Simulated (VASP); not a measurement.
# Cu (I4/mmm) in VASP: single point with PBEsol

Aim: the single point of Cu with PBEsol.

All numbers are computed with VASP 6.6.1; they aren't measurements. Logs are shortened: lines on timing, memory, paths and dates and some standing lists are left out, and cuts for length are marked.

## 1. The cell of the first run

Symmetry: I4/mmm, No. 139, tetragonal system. Conventional cell: a = 2.556 Å, b = 2.556 Å, c = 3.742 Å, α = 90.00°, β = 90.00°, γ = 90.00°. Cu (site symmetry 4/mmm) has 12 Cu at 2.56 to 2.60 Å within 3.4 Å.

## 2. Single point, PBEsol (strain +0.0350 x Voigt [1, 0, 0, 0, 0, 0])

File INCAR:

```
SYSTEM = Cu
ALGO     = Normal         ! electronic algorithm
EDIFF    = 1E-6           ! SCF threshold, eV
ENCUT    = 820            ! plane-wave cutoff, eV
GGA      = PS             ! functional
GGA_COMPAT= .False.      
ISIF     = 2              ! what is computed and relaxed
ISMEAR   = 0              ! smearing method
LASPH    = .True.         ! aspherical terms in the spheres
LCHARG   = .False.        ! write CHGCAR
LREAL    = .False.        ! projectors in reciprocal space
LWAVE    = .False.        ! write WAVECAR
NBANDS   = 16             ! bands
NELM     = 120            ! most SCF steps
PREC     = Accurate       ! precision mode
SIGMA    = 0.15           ! smearing width, eV
```

File KPOINTS:

```
k-points
0
Gamma
  22 22 22
  0 0 0
```

File POSCAR:

```
Cu
1.0
    0.0000000000      1.8075000000      1.8075000000
    1.8707625000      0.0000000000      1.8075000000
    1.8707625000      1.8075000000      0.0000000000
Cu
1
Direct
    0.0000000000      0.0000000000      0.0000000000
```

Potentials or basis: VASP PAW PBE potentials, release 64 (Cu_sv_GW).

Command:

```sh
$ cat potpaw_PBE.64/Cu_sv_GW/POTCAR > POTCAR
$ mpirun -np 1 vasp_std > vasp.out
```

OUTCAR:

```text
SYSTEM = Cu
   EDIFF = 1E-6
   ENCUT = 820
   GGA = PS
   ISIF = 2
   ISMEAR = 0
   LASPH = .True.
   LREAL = .False.
   NELM = 120
   PREC = Accurate

 ion  position               nearest neighbor table
   1  0.000  0.000  0.000-

  LATTYP: Found a body centered tetragonal cell.
 ALAT       =     2.5561910140
 C/A-ratio  =     1.4637110371

  Lattice vectors:

 A1 = (   1.8707625000,   0.0000000000,   1.8075000000)
 A2 = (   1.8707625000,   0.0000000000,  -1.8075000000)
 A3 = (  -1.8707625000,   1.8075000000,   0.0000000000)

Analysis of symmetry for initial positions (statically):
=====================================================================
 Subroutine PRICEL returns:
 Original cell was already a primitive cell.

 Routine SETGRP: Setting up the symmetry group for a
 body centered tetragonal supercell.

 Subroutine GETGRP returns: Found 16 space group operations
 (whereof 16 operations were pure point group operations)
 out of a pool of 16 trial point group operations.

The static configuration has the point symmetry D_4h.

Analysis of symmetry for dynamics (positions and initial velocities):
=====================================================================
 Subroutine PRICEL returns:
 Original cell was already a primitive cell.

 Routine SETGRP: Setting up the symmetry group for a
 body centered tetragonal supercell.

 Subroutine GETGRP returns: Found 16 space group operations
 (whereof 16 operations were pure point group operations)
 out of a pool of 16 trial point group operations.

The dynamic configuration has the point symmetry D_4h.

 Subroutine INISYM returns: Found 16 space group operations
 (whereof 16 operations are pure point group operations),
 and found     1 'primitive' translations

----------------------------------------------------------------------------------------

                                     Primitive cell

  volume of cell :      12.2238

  direct lattice vectors                    reciprocal lattice vectors
     0.000000000  1.807500000  1.807500000    -0.267270698  0.276625173  0.276625173
     1.870762500  0.000000000  1.807500000     0.267270698 -0.276625173  0.276625173
     1.870762500  1.807500000  0.000000000     0.267270698  0.276625173 -0.276625173

  length of vectors
     2.556191014  2.601309013  2.601309013     0.473789614  0.473789614  0.473789614

  position of ions in fractional coordinates (direct lattice)
     0.000000000  0.000000000  0.000000000

  ion indices of the primitive-cell ions
   primitive index   ion index
                 1           1

----------------------------------------------------------------------------------------

 KPOINTS: k-points

Automatic generation of k-mesh.
 Grid dimensions read from file:
 generate k-points for:   22   22   22

 Generating k-lattice:

  Cartesian coordinates                     Fractional coordinates (reciprocal lattice)
    -0.012148668  0.012573871  0.012573871     0.045454545  0.000000000  0.000000000
     0.012148668 -0.012573871  0.012573871     0.000000000  0.045454545  0.000000000
     0.012148668  0.012573871 -0.012573871     0.000000000  0.000000000  0.045454545

  Length of vectors
     0.021535892  0.021535892  0.021535892

  Shift w.r.t. Gamma in fractional coordinates (k-lattice)
     0.000000000  0.000000000  0.000000000

 Subroutine IBZKPT returns following result:
 ===========================================

 Found    834 irreducible k-points:

 Following reciprocal coordinates:
            Coordinates               Weight
  0.000000  0.000000  0.000000      1.000000
  0.045455  0.000000  0.000000      8.000000
  0.090909  0.000000  0.000000      8.000000
  0.136364 -0.000000 -0.000000      8.000000
  0.181818  0.000000  0.000000      8.000000
  0.227273  0.000000  0.000000      8.000000
[... 16 lines left out ...]
  0.500000  0.045455  0.000000     16.000000
 -0.454545  0.045455  0.000000     16.000000
 [... further k-points ...]
   k-points           NKPTS =    834   k-points in BZ     NKDIM =    834   number of bands    NBANDS=     16
   number of dos      NEDOS =    301   number of ions     NIONS =      1
   total plane-waves  NPLWV =  13824
   dimension x,y,z NGX =    24 NGY =   24 NGZ =   24
   dimension x,y,z NGXF=    48 NGYF=   48 NGZF=   48
   ions per type =               1
   NGX,Y,Z   is equivalent  to a cutoff of  15.61, 15.34, 15.34 a.u.
   NGXF,Y,Z  is equivalent  to a cutoff of  31.22, 30.68, 30.68 a.u.
 SYSTEM =  Cu
   PREC   = accura    normal or accurate (medium, high low for compatibility)
   ISTART =      0    job   : 0-new  1-cont  2-samecut
   ICHARG =      2    charge: 1-file 2-atom 10-const
   ISPIN  =      1    spin polarized calculation?
   LNONCOLLINEAR =      F non collinear calculations
   LSORBIT =      F    spin-orbit coupling
   LASPH  =      T    aspherical Exc in radial PAW
   ENCUT  =  820.0 eV  60.27 Ry    7.76 a.u.   5.97  6.07  6.07*2*pi/ulx,y,z
   NELM   =    120;   NELMIN=  2; NELMDL= -5     # of ELM steps
   EDIFF  = 0.1E-05   stopping-criterion for ELM
   LREAL  =      F    real-space projection
   EDIFFG = 0.1E-04   stopping-criterion for IOM
   NSW    =      0    number of steps for IOM
   IBRION =     -1    ionic relax: 0-MD 1-quasi-New 2-CG
   NFREE  =      0    steps in history (QN), initial steepest desc. (CG)
   ISIF   =      2    stress and relaxation
   ISYM   =      2    0-nonsym 1-usesym 2-fastsym
   POTIM  = 0.5000    time-step for ionic-motion
   TEBEG  =    0.0;   TEEND  =   0.0 temperature during run
   PSTRESS=    0.0 pullay stress
   NELECT =      19.0000    total number of electrons
   NUPDOWN=      -1.0000    fix difference up-down
   EMIN   =  10.00;   EMAX   =-10.00  energy-range for DOS
   EFERMI =   0.00;   METHOD = LEGACY
   ISMEAR =     0;   SIGMA  =   0.15  broadening in eV -4-tet -1-fermi 0-gaus
   EFERMI_NEDOS =   21; number of points for ismear=-14 and -15
   IALGO  =     38    algorithm
   IMIX   =      4    mixing-type and parameters
     AMIX     =   0.40;   BMIX     =  1.00
     AMIX_MAG =   1.60;   BMIX_MAG =  1.00
  volume/ion in A,a.u.               =      12.22        82.49
  Fermi-wavevector in a.u.,A,eV,Ry     =   1.896375  3.583630 48.929803  3.596239
  Thomas-Fermi vector in A             =   2.936406
   LORBIT       =      0    0 simple, 1 ext, 2 COOP (PROOUT), +10 PAW based schemes
   GGA     = PS    functional components
   LHFCALC =     F    Hartree Fock is set to
   AEXX    =    0.0000 exact exchange contribution
   IVDW    =     0    specifies the selected vdW correction
   LEPSILON=     F    determine dielectric tensor
   LRPA    =     F    only Hartree local field effects (RPA)
 non-spin polarized calculation
 Gauss-broadening in eV      SIGMA  =   0.15
  energy-cutoff  :      820.00
  volume of cell :       12.22
 maximum number of plane-waves:       666
   NGX = 11   NGY = 13   NGZ = 13

 number of electron      19.0000005 magnetization

 Free energy of the ion-electron system (eV)
  ---------------------------------------------------
  ext. energy  EPLUGINS =         0.00000000
  ---------------------------------------------------
  free energy    TOTEN  =        -4.35548672 eV

  energy without entropy =       -4.35260813  energy(sigma->0) =       -4.35404743

 E-fermi :   6.9715     XC(G=0): -13.3299

 val. band max:        6.9516984043   @ k =   0.5000   0.2727   0.1364
 cond. band min:       7.0060187097   @ k =   0.5000   0.2273   0.0909
 fundamental gap:      0.0543203054
 Fermi energy:         6.9714695380

 k-point     1 :       0.0000    0.0000    0.0000
  band No.  band energies     occupation
      1    -105.1901      2.00000
      2     -62.6624      2.00000
      3     -62.6617      2.00000
      4     -62.6617      2.00000
      5      -2.1975      2.00000
      6       3.9767      2.00000
[... 8 lines left out ...]
     15      34.0101      0.00000
     16      34.0124      0.00000

 k-point     2 :       0.0455    0.0000    0.0000
  band No.  band energies     occupation
      1    -105.1900      2.00000
      2     -62.6642      2.00000
      3     -62.6626      2.00000
      4     -62.6621      2.00000
      5      -2.1238      2.00000
      6       3.9814      2.00000
[... 8 lines left out ...]
     15      34.3698      0.00000
     16      34.4357      0.00000

 k-point     3 :       0.0909    0.0000    0.0000
  band No.  band energies     occupation
      1    -105.1894      2.00000
      2     -62.6699      2.00000
      3     -62.6636      2.00000
      4     -62.6628      2.00000
      5      -1.9045      2.00000
      6       3.9798      2.00000
[... 8 lines left out ...]
     15      35.1954      0.00000
     16      35.2659      0.00000

 k-point     4 :       0.1364   -0.0000   -0.0000
  band No.  band energies     occupation
      1    -105.1884      2.00000
      2     -62.6789      2.00000
      3     -62.6653      2.00000
      4     -62.6641      2.00000
      5      -1.5445      2.00000
      6       3.9445      2.00000
[... 8 lines left out ...]
     15      35.6275      0.00000
     16      36.1935      0.00000

 k-point     5 :       0.1818    0.0000    0.0000
  band No.  band energies     occupation
      1    -105.1869      2.00000
      2     -62.6903      2.00000
      3     -62.6673      2.00000
      4     -62.6654      2.00000
      5      -1.0539      2.00000
      6       3.8879      2.00000
[... 8 lines left out ...]
     15      35.1166      0.00000
     16      36.4297      0.00000

 k-point     6 :       0.2273    0.0000    0.0000
  band No.  band energies     occupation
      1    -105.1852      2.00000
      2     -62.7033      2.00000
      3     -62.6696      2.00000
      4     -62.6670      2.00000
      5      -0.4515      2.00000
      6       3.8427      2.00000
[... 8 lines left out ...]
     15      34.3142      0.00000
     16      36.1169      0.00000

 k-point     7 :       0.2727    0.0000    0.0000
  band No.  band energies     occupation
      1    -105.1835      2.00000
      2     -62.7168      2.00000
      3     -62.6721      2.00000
      4     -62.6687      2.00000
      5       0.2269      2.00000
      6       3.8504      2.00000
[... 8 lines left out ...]
     15      33.4273      0.00000
     16      34.9941      0.00000

 k-point     8 :       0.3182    0.0000    0.0000
  band No.  band energies     occupation
      1    -105.1818      2.00000
      2     -62.7298      2.00000
      3     -62.6743      2.00000
      4     -62.6703      2.00000
      5       0.9112      2.00000
      6       3.9773      2.00000
[... 8 lines left out ...]
     15      32.6060      0.00000
     16      33.9946      0.00000

 k-point     9 :       0.3636    0.0000    0.0000
  band No.  band energies     occupation
      1    -105.1804      2.00000
      2     -62.7413      2.00000
      3     -62.6763      2.00000
      4     -62.6716      2.00000
      5       1.4857      2.00000
      6       4.0535      2.00000
[... 8 lines left out ...]
     15      31.9188      0.00000
     16      33.1511      0.00000
[... 172 lines left out ...]
 k-point    19 :       0.3182    0.0455    0.0000
  band No.  band energies     occupation
      1    -105.1821      2.00000
      2     -62.7259      2.00000
      3     -62.6746      2.00000
      4     -62.6702      2.00000
      5       0.7552      2.00000
      6       3.8768      2.00000
[... 8 lines left out ...]
     15      32.9265      0.00000
     16      34.4448      0.00000

 k-point    20 :       0.3636    0.0455    0.0000
  band No.  band energies     occupation
      1    -105.1807      2.00000
      2     -62.7379      2.00000
      3     -62.6766      2.00000
      4     -62.6718      2.00000
      5       1.3747      2.00000
      6       4.0817      2.00000
[... 8 lines left out ...]
     15      32.5105      0.00000
     16      33.7988      0.00000

 k-point    21 :       0.4091    0.0455    0.0000
  band No.  band energies     occupation
      1    -105.1795      2.00000
      2     -62.7476      2.00000
      3     -62.6783      2.00000
      4     -62.6732      2.00000
      5       1.8059      2.00000
      6       4.0405      2.00000
[... 8 lines left out ...]
     15      32.2091      0.00000
     16      33.2463      0.00000

 k-point    22 :       0.4545    0.0455   -0.0000
  band No.  band energies     occupation
      1    -105.1787      2.00000
      2     -62.7541      2.00000
      3     -62.6794      2.00000
      4     -62.6742      2.00000
      5       2.0272      2.00000
      6       4.0065      2.00000
[... 8 lines left out ...]
     15      31.9517      0.00000
     16      32.9033      0.00000

 k-point    23 :       0.5000    0.0455    0.0000
  band No.  band energies     occupation
      1    -105.1784      2.00000
      2     -62.7572      2.00000
      3     -62.6799      2.00000
      4     -62.6748      2.00000
      5       2.1062      2.00000
      6       3.9888      2.00000
[... 8 lines left out ...]
     15      31.6911      0.00000
     16      32.8264      0.00000

 k-point    24 :      -0.4545    0.0455    0.0000
  band No.  band energies     occupation
      1    -105.1784      2.00000
      2     -62.7563      2.00000
      3     -62.6796      2.00000
      4     -62.6748      2.00000
      5       2.0893      2.00000
      6       3.9899      2.00000
[... 8 lines left out ...]
     15      31.4751      0.00000
     16      32.9651      0.00000

 [... further k-points ...]
[... 5 lines left out ...]
  --------------------------------------------------------------------------------------
  -------------------------------------------------------------------------------------
  Total       -0.9722584     -0.8163317     -0.8163317     -0.0000000      0.0000000     -0.0000000
  in kB     -127.4344993   -106.9970943   -106.9970943     -0.0000000      0.0000000     -0.0000000
  external PRESSURE =    -113.8095627 kB  Pullay stress =       0.0000000 kB

 VOLUME and BASIS-vectors are now :
 -----------------------------------------------------------------------------
  energy-cutoff  :      820.00
  volume of cell :       12.22
      direct lattice vectors                 reciprocal lattice vectors
     0.000000000  1.807500000  1.807500000    -0.267270698  0.276625173  0.276625173
     1.870762500  0.000000000  1.807500000     0.267270698 -0.276625173  0.276625173
     1.870762500  1.807500000  0.000000000     0.267270698  0.276625173 -0.276625173

 POSITION                                       TOTAL-FORCE (eV/Angst)
 -----------------------------------------------------------------------------------
      0.00000      0.00000      0.00000         0.000000      0.000000      0.000000
 -----------------------------------------------------------------------------------
    total drift:                                0.000000      0.000000     -0.000000

  FREE ENERGIE OF THE ION-ELECTRON SYSTEM (eV)
  ---------------------------------------------------
  free  energy   TOTEN  =        -4.3554867196 eV

  energy  without entropy=       -4.3526081340  energy(sigma->0) =       -4.35404743
```

It took 76 s on 1 thread of Intel Xeon 6975P-C (Granite Rapids), shared host; peak memory 0.47 GiB.

Results:

```yaml
Free_energy: -4.3555 eV
Pressure: -11.4 GPa
Band_gap_on_the_k_mesh: zero (an odd number of electrons rules out a gap without spin polarisation)
```

Levels at points of the mesh, in eV from the Fermi level:
| k point | band 8 | band 9 | band 10 | band 11 | band 12 | band 13 |
| --- | --- | --- | --- | --- | --- | --- |
| (0.00, 0.00, 0.00) | -2.83 | -2.17 | -2.01 | 22.33 | 24.59 | 24.67 |
| (0.50, 0.00, 0.00) | -1.57 | -1.51 | -0.97 | 3.58 | 20.19 | 21.56 |
| (0.50, 0.50, 0.00) | -1.46 | -1.35 | 1.68 | 7.16 | 12.44 | 12.53 |
| (0.00, 0.50, 0.50) | -1.41 | -1.41 | 0.98 | 6.27 | 13.27 | 13.27 |

Caveat: the cell differs from its parent crystal (strain +0.0350 x Voigt [1, 0, 0, 0, 0, 0]); the cell stands under tension; the PAW data sets were made with another functional, which shifts forces and pressure a little.

The gap in the log of VASP goes by the Fermi energy; the results here count the filled bands.